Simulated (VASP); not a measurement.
# HfW2S6 (Fm-3m) in VASP: further runs

HfW2S6 is run at these levels: PBE; tasks: single point.

Everything below comes from runs of VASP 6.6.1. Logs are shortened: lines on timing, memory, paths and dates and some standing lists are left out, and cuts for length are marked.

**1. The cell of the first run**

The structure is cubic, space group Fm-3m (No. 225). Conventional cell: a = 9.339 Å, b = 9.339 Å, c = 9.339 Å, α = 90.00°, β = 90.00°, γ = 90.00°. Hf (site symmetry m-3m) has 12 S at 3.30 Å and 8 W at 4.04 Å within 4.3 Å. W (site symmetry -43m) has 6 S at 2.33 Å within 3.1 Å. Within 3.1 Å of S (site symmetry mmm) lie 2 W at 2.33 Å.

**2. Single point, PBE**

Contents of INCAR:

```
SYSTEM = HfW2S6
PREC = Accurate
ENCUT = 520
EDIFF = 1E-6
ISMEAR = 0
SIGMA = 0.1
LREAL = .False.
LASPH = .True.
NELM = 60
ALGO = Normal
ISIF = 2
LWAVE = .False.
LCHARG = .False.
GGA = PE
NBANDS = 47
```

Contents of KPOINTS:

```
regular mesh
0
Gamma
  4 4 4
  0 0 0
```

Contents of POSCAR:

```
HfW2S6
1.0
    0.0000000000      4.6693789900      4.6693789900
    4.6693789900      0.0000000000      4.6693789900
    4.6693789900      4.6693789900      0.0000000000
Hf W S
1 2 6
Direct
    0.0000000000      0.0000000000      0.0000000000
    0.7500000000      0.7500000000      0.7500000000
    0.2500000000      0.2500000000      0.2500000000
    0.5000000000      0.0000000000      0.0000000000
    0.0000000000      0.5000000000      0.5000000000
    0.0000000000      0.5000000000      0.0000000000
    0.5000000000      0.0000000000      0.5000000000
    0.0000000000      0.0000000000      0.5000000000
    0.5000000000      0.5000000000      0.0000000000
```

Potentials or basis: VASP PAW PBE potentials, release 64 (Hf_pv, W_sv, S).

On the command line:

```
cat potpaw_PBE.64/Hf_pv/POTCAR potpaw_PBE.64/W_sv/POTCAR potpaw_PBE.64/S/POTCAR > POTCAR
mpirun -np 1 vasp_std > vasp.out
```

OUTCAR:

```text
SYSTEM = HfW2S6
   PREC = Accurate
   ENCUT = 520
   EDIFF = 1E-6
   ISMEAR = 0
   LREAL = .False.
   LASPH = .True.
   NELM = 60
   ISIF = 2
   GGA = PE

 ion  position               nearest neighbor table
   1  0.000  0.000  0.000-   4 3.30   6 3.30   8 3.30   5 3.30   7 3.30   8 3.30   5 3.30   6 3.30
                             9 3.30   4 3.30   7 3.30   9 3.30
   2  0.750  0.750  0.750-   4 2.33   5 2.33   6 2.33   7 2.33   8 2.33   9 2.33
   3  0.250  0.250  0.250-   4 2.33   5 2.33   6 2.33   7 2.33   8 2.33   9 2.33
   4  0.500  0.000  0.000-   2 2.33   3 2.33   1 3.30   1 3.30
   5  0.000  0.500  0.500-   2 2.33   3 2.33   1 3.30   1 3.30
   6  0.000  0.500  0.000-   2 2.33   3 2.33   1 3.30   1 3.30
   7  0.500  0.000  0.500-   2 2.33   3 2.33   1 3.30   1 3.30
   8  0.000  0.000  0.500-   2 2.33   3 2.33   1 3.30   1 3.30
   9  0.500  0.500  0.000-   2 2.33   3 2.33   1 3.30   1 3.30

  LATTYP: Found a face centered cubic cell.
 ALAT       =     9.3387579800

  Lattice vectors:

 A1 = (   0.0000000000,   4.6693789900,   4.6693789900)
 A2 = (   4.6693789900,   0.0000000000,   4.6693789900)
 A3 = (   4.6693789900,   4.6693789900,   0.0000000000)

Analysis of symmetry for initial positions (statically):
=====================================================================
 Subroutine PRICEL returns:
 Original cell was already a primitive cell.

 Routine SETGRP: Setting up the symmetry group for a
 face centered cubic supercell.

 Subroutine GETGRP returns: Found 48 space group operations
 (whereof 48 operations were pure point group operations)
 out of a pool of 48 trial point group operations.

The static configuration has the point symmetry O_h .

Analysis of symmetry for dynamics (positions and initial velocities):
=====================================================================
 Subroutine PRICEL returns:
 Original cell was already a primitive cell.

 Routine SETGRP: Setting up the symmetry group for a
 face centered cubic supercell.

 Subroutine GETGRP returns: Found 48 space group operations
 (whereof 48 operations were pure point group operations)
 out of a pool of 48 trial point group operations.

The dynamic configuration has the point symmetry O_h .

 Subroutine INISYM returns: Found 48 space group operations
 (whereof 48 operations are pure point group operations),
 and found     1 'primitive' translations

----------------------------------------------------------------------------------------

                                     Primitive cell

  volume of cell :     203.6139

  direct lattice vectors                    reciprocal lattice vectors
     0.000000000  4.669378990  4.669378990    -0.107080621  0.107080621  0.107080621
     4.669378990  0.000000000  4.669378990     0.107080621 -0.107080621  0.107080621
     4.669378990  4.669378990  0.000000000     0.107080621  0.107080621 -0.107080621

  length of vectors
     6.603499096  6.603499096  6.603499096     0.185469075  0.185469075  0.185469075

  position of ions in fractional coordinates (direct lattice)
     0.000000000  0.000000000  0.000000000
     0.750000000  0.750000000  0.750000000
     0.250000000  0.250000000  0.250000000
     0.500000000  0.000000000  0.000000000
     0.000000000  0.500000000  0.500000000
     0.000000000  0.500000000  0.000000000
     0.500000000  0.000000000  0.500000000
     0.000000000  0.000000000  0.500000000
     0.500000000  0.500000000  0.000000000

  ion indices of the primitive-cell ions
   primitive index   ion index
                 1           1
                 2           2
                 3           3
                 4           4
                 5           5
                 6           6
                 7           7
                 8           8
                 9           9

----------------------------------------------------------------------------------------

 KPOINTS: regular mesh

Automatic generation of k-mesh.
 Grid dimensions read from file:
 generate k-points for:    4    4    4

 Generating k-lattice:

  Cartesian coordinates                     Fractional coordinates (reciprocal lattice)
    -0.026770155  0.026770155  0.026770155     0.250000000  0.000000000  0.000000000
     0.026770155 -0.026770155  0.026770155     0.000000000  0.250000000  0.000000000
     0.026770155  0.026770155 -0.026770155     0.000000000  0.000000000  0.250000000

  Length of vectors
     0.046367269  0.046367269  0.046367269

  Shift w.r.t. Gamma in fractional coordinates (k-lattice)
     0.000000000  0.000000000  0.000000000

 Subroutine IBZKPT returns following result:
 ===========================================

 Found      8 irreducible k-points:

 Following reciprocal coordinates:
            Coordinates               Weight
  0.000000  0.000000  0.000000      1.000000
  0.250000  0.000000  0.000000      8.000000
  0.500000  0.000000  0.000000      4.000000
  0.250000  0.250000  0.000000      6.000000
  0.500000  0.250000  0.000000     24.000000
 -0.250000  0.250000  0.000000     12.000000
  0.500000  0.500000  0.000000      3.000000
 -0.250000  0.500000  0.250000      6.000000
   k-points           NKPTS =      8   k-points in BZ     NKDIM =      8   number of bands    NBANDS=     47
   number of dos      NEDOS =    301   number of ions     NIONS =      9
   total plane-waves  NPLWV = 125000
   dimension x,y,z NGX =    50 NGY =   50 NGZ =   50
   dimension x,y,z NGXF=   100 NGYF=  100 NGZF=  100
   ions per type =               1   2   6
   NGX,Y,Z   is equivalent  to a cutoff of  12.59, 12.59, 12.59 a.u.
   NGXF,Y,Z  is equivalent  to a cutoff of  25.18, 25.18, 25.18 a.u.
 SYSTEM =  HfW2S6
   PREC   = accura    normal or accurate (medium, high low for compatibility)
   ISTART =      0    job   : 0-new  1-cont  2-samecut
   ICHARG =      2    charge: 1-file 2-atom 10-const
   ISPIN  =      1    spin polarized calculation?
   LNONCOLLINEAR =      F non collinear calculations
   LSORBIT =      F    spin-orbit coupling
   LASPH  =      T    aspherical Exc in radial PAW
   ENCUT  =  520.0 eV  38.22 Ry    6.18 a.u.  12.28 12.28 12.28*2*pi/ulx,y,z
   NELM   =     60;   NELMIN=  2; NELMDL= -5     # of ELM steps
   EDIFF  = 0.1E-05   stopping-criterion for ELM
   LREAL  =      F    real-space projection
   EDIFFG = 0.1E-04   stopping-criterion for IOM
   NSW    =      0    number of steps for IOM
   IBRION =     -1    ionic relax: 0-MD 1-quasi-New 2-CG
   NFREE  =      0    steps in history (QN), initial steepest desc. (CG)
   ISIF   =      2    stress and relaxation
   ISYM   =      2    0-nonsym 1-usesym 2-fastsym
   POTIM  = 0.5000    time-step for ionic-motion
   TEBEG  =    0.0;   TEEND  =   0.0 temperature during run
   PSTRESS=    0.0 pullay stress
   NELECT =      74.0000    total number of electrons
   NUPDOWN=      -1.0000    fix difference up-down
   EMIN   =  10.00;   EMAX   =-10.00  energy-range for DOS
   EFERMI =   0.00;   METHOD = LEGACY
   ISMEAR =     0;   SIGMA  =   0.10  broadening in eV -4-tet -1-fermi 0-gaus
   EFERMI_NEDOS =   21; number of points for ismear=-14 and -15
   IALGO  =     38    algorithm
   IMIX   =      4    mixing-type and parameters
     AMIX     =   0.40;   BMIX     =  1.00
     AMIX_MAG =   1.60;   BMIX_MAG =  1.00
  volume/ion in A,a.u.               =      22.62       152.67
  Fermi-wavevector in a.u.,A,eV,Ry     =   1.168287  2.207743 18.570523  1.364895
  Thomas-Fermi vector in A             =   2.304776
   LORBIT       =      0    0 simple, 1 ext, 2 COOP (PROOUT), +10 PAW based schemes
   GGA     = PE    functional components
   LHFCALC =     F    Hartree Fock is set to
   AEXX    =    0.0000 exact exchange contribution
   IVDW    =     0    specifies the selected vdW correction
   LEPSILON=     F    determine dielectric tensor
   LRPA    =     F    only Hartree local field effects (RPA)
 non-spin polarized calculation
 Gauss-broadening in eV      SIGMA  =   0.10
  energy-cutoff  :      520.00
  volume of cell :      203.61
 maximum number of plane-waves:      5577
 NGX is ok and might be reduce to    50
   NGX = 25   NGY = 25   NGZ = 25

 number of electron      74.0000000 magnetization

 Free energy of the ion-electron system (eV)
  ---------------------------------------------------
  ext. energy  EPLUGINS =         0.00000000
  ---------------------------------------------------
  free energy    TOTEN  =       -60.10491976 eV

  energy without entropy =      -60.06785000  energy(sigma->0) =      -60.08638488

 E-fermi :   5.0209     XC(G=0):  -9.6093

 val. band max:        4.9886791936   @ k =   0.2500   0.2500   0.0000
 cond. band min:       5.0322675990   @ k =   0.5000   0.0000   0.0000
 fundamental gap:      0.0435884053
 Fermi energy:         5.0208868693

 k-point     1 :       0.0000    0.0000    0.0000
  band No.  band energies     occupation
      1     -70.3075      2.00000
      2     -70.3073      2.00000
      3     -34.5505      2.00000
      4     -34.5505      2.00000
      5     -34.5505      2.00000
      6     -34.5432      2.00000
[... 39 lines left out ...]
     46       6.0692      0.00000
     47       6.5958      0.00000

 k-point     2 :       0.2500    0.0000    0.0000
  band No.  band energies     occupation
      1     -70.3074      2.00000
      2     -70.3073      2.00000
      3     -34.5494      2.00000
      4     -34.5494      2.00000
      5     -34.5494      2.00000
      6     -34.5443      2.00000
[... 39 lines left out ...]
     46       6.3051      0.00000
     47       6.3051      0.00000

 k-point     3 :       0.5000    0.0000    0.0000
  band No.  band energies     occupation
      1     -70.3074      2.00000
      2     -70.3074      2.00000
      3     -34.5469      2.00000
      4     -34.5469      2.00000
      5     -34.5469      2.00000
      6     -34.5469      2.00000
[... 39 lines left out ...]
     46       6.7737      0.00000
     47       7.7117      0.00000

 k-point     4 :       0.2500    0.2500    0.0000
  band No.  band energies     occupation
      1     -70.3074      2.00000
      2     -70.3073      2.00000
      3     -34.5506      2.00000
      4     -34.5506      2.00000
      5     -34.5470      2.00000
      6     -34.5467      2.00000
[... 39 lines left out ...]
     46       6.4183      0.00000
     47       6.4185      0.00000

 k-point     5 :       0.5000    0.2500    0.0000
  band No.  band energies     occupation
      1     -70.3074      2.00000
      2     -70.3073      2.00000
      3     -34.5497      2.00000
      4     -34.5496      2.00000
      5     -34.5496      2.00000
      6     -34.5442      2.00000
[... 39 lines left out ...]
     46       6.8393      0.00000
     47       6.9411      0.00000

 k-point     6 :      -0.2500    0.2500    0.0000
  band No.  band energies     occupation
      1     -70.3074      2.00000
      2     -70.3073      2.00000
      3     -34.5507      2.00000
      4     -34.5470      2.00000
      5     -34.5469      2.00000
      6     -34.5468      2.00000
[... 39 lines left out ...]
     46       6.5648      0.00000
     47       6.5897      0.00000

 k-point     7 :       0.5000    0.5000    0.0000
  band No.  band energies     occupation
      1     -70.3074      2.00000
      2     -70.3073      2.00000
      3     -34.5509      2.00000
      4     -34.5507      2.00000
      5     -34.5507      2.00000
      6     -34.5430      2.00000
[... 39 lines left out ...]
     46       6.5913      0.00000
     47       7.0112      0.00000

 k-point     8 :      -0.2500    0.5000    0.2500
  band No.  band energies     occupation
      1     -70.3074      2.00000
      2     -70.3074      2.00000
      3     -34.5508      2.00000
      4     -34.5508      2.00000
      5     -34.5469      2.00000
      6     -34.5469      2.00000
[... 39 lines left out ...]
     46       6.6665      0.00000
     47       6.8914      0.00000

------------------------ aborting loop because EDIFF is reached ----------------------------------------

  FORCE on cell =-STRESS in cart. coord.  units (eV):
  Direction    XX          YY          ZZ          XY          YZ          ZX
  --------------------------------------------------------------------------------------
  -------------------------------------------------------------------------------------
  Total       -1.0171481     -1.0171481     -1.0171481      0.0000000     -0.0000000      0.0000000
  in kB       -8.0036372     -8.0036372     -8.0036372      0.0000000     -0.0000000      0.0000000
  external PRESSURE =      -8.0036372 kB  Pullay stress =       0.0000000 kB

 VOLUME and BASIS-vectors are now :
 -----------------------------------------------------------------------------
  energy-cutoff  :      520.00
  volume of cell :      203.61
      direct lattice vectors                 reciprocal lattice vectors
     0.000000000  4.669378990  4.669378990    -0.107080621  0.107080621  0.107080621
     4.669378990  0.000000000  4.669378990     0.107080621 -0.107080621  0.107080621
     4.669378990  4.669378990  0.000000000     0.107080621  0.107080621 -0.107080621

 POSITION                                       TOTAL-FORCE (eV/Angst)
 -----------------------------------------------------------------------------------
      0.00000      0.00000      0.00000         0.000000      0.000000      0.000000
      7.00407      7.00407      7.00407        -0.000000     -0.000000     -0.000000
      2.33469      2.33469      2.33469        -0.000000     -0.000000      0.000000
      0.00000      2.33469      2.33469         0.000000      0.000000      0.000000
      4.66938      2.33469      2.33469         0.000000      0.000000      0.000000
      2.33469      0.00000      2.33469         0.000000      0.000000      0.000000
      2.33469      4.66938      2.33469         0.000000      0.000000      0.000000
      2.33469      2.33469      0.00000         0.000000      0.000000      0.000000
      2.33469      2.33469      4.66938         0.000000      0.000000      0.000000
 -----------------------------------------------------------------------------------
    total drift:                               -0.000000     -0.000000     -0.000000

  FREE ENERGIE OF THE ION-ELECTRON SYSTEM (eV)
  ---------------------------------------------------
  free  energy   TOTEN  =       -60.1049197558 eV

  energy  without entropy=      -60.0678499997  energy(sigma->0) =      -60.08638488
```

It took 78 s on 1 thread of Intel Xeon 6975P-C (Granite Rapids), shared host; peak memory 0.37 GiB.

What came out:

- Free energy: -60.1049 eV
- Pressure: -0.8 GPa
- Band gap on the k mesh: zero (band 37 reaches 5.22 eV, above the bottom of band 38 at 4.27 eV)

Caveat: spin-orbit coupling is left out, which moves the levels of the heavy elements.

**3. Single point, PBE**

This run uses another cell than the first one, of 22.48 Å³/atom, 0.994 times its volume.

Contents of INCAR:

```
SYSTEM = HfW2S6
ALGO     = Normal         ! electronic algorithm
EDIFF    = 1E-6           ! SCF threshold, eV
ENCUT    = 520            ! plane-wave cutoff, eV
GGA      = PE             ! functional
ISIF     = 2              ! what is computed and relaxed
ISMEAR   = 0              ! smearing method
LASPH    = .TRUE.         ! aspherical terms in the spheres
LCHARG   = .TRUE.         ! write CHGCAR
LELF     = .TRUE.         ! ELF
LREAL    = .FALSE.        ! projectors in reciprocal space
LVHAR    = .TRUE.       
LWAVE    = .FALSE.        ! write WAVECAR
NBANDS   = 47             ! bands
NELM     = 60             ! most SCF steps
PREC     = Accurate       ! precision mode
SIGMA    = 0.1            ! smearing width, eV
```

Contents of KPOINTS:

```
k-points
0
G
  8 8 8
  0 0 0
```

Edit POSCAR of step 2 so:

```diff
@@ -2,5 +2,5 @@
 1.0
-    0.0000000000      4.6693789900      4.6693789900
-    4.6693789900      0.0000000000      4.6693789900
-    4.6693789900      4.6693789900      0.0000000000
+    0.0000000000      4.6595674615      4.6595674615
+    4.6595674615      0.0000000000      4.6595674615
+    4.6595674615      4.6595674615      0.0000000000
 Hf W S
```

Potentials or basis: VASP PAW PBE potentials, release 64 (Hf_pv, W_sv, S).

On the command line:

```
cat potpaw_PBE.64/Hf_pv/POTCAR potpaw_PBE.64/W_sv/POTCAR potpaw_PBE.64/S/POTCAR > POTCAR
mpirun -np 1 vasp_std > vasp.out
```

It took 3.6 min on 1 thread of Intel Xeon 6975P-C (Granite Rapids), shared host; peak memory 0.48 GiB.

It converged, with:

| Item | Value |
| --- | --- |
| Free energy | -60.0925 eV |
| Pressure | -0.1 GPa |
| Band gap on the k mesh | zero (band 37 reaches 5.25 eV, above the bottom of band 38 at 4.30 eV) |

Levels at points of the mesh, in eV from the Fermi level:
| k point | band 33 | band 34 | band 35 | band 36 | band 37 | band 38 | band 39 | band 40 | band 41 | band 42 |
| --- | --- | --- | --- | --- | --- | --- | --- | --- | --- | --- |
| (0.00, 0.00, 0.00) | -1.24 | -1.24 | -1.24 | -1.15 | -0.37 | -0.37 | -0.37 | -0.12 | -0.12 | 0.47 |
| (0.50, 0.00, 0.00) | -1.51 | -1.51 | -1.04 | -0.49 | -0.21 | -0.21 | 0.07 | 0.26 | 0.48 | 0.48 |
| (0.50, 0.50, 0.00) | -1.87 | -1.63 | -1.63 | -0.50 | 0.24 | 0.28 | 0.85 | 0.99 | 0.99 | 1.13 |

Caveat: spin-orbit coupling is left out, which moves the levels of the heavy elements.

(Part 1 of 2 ends here.)
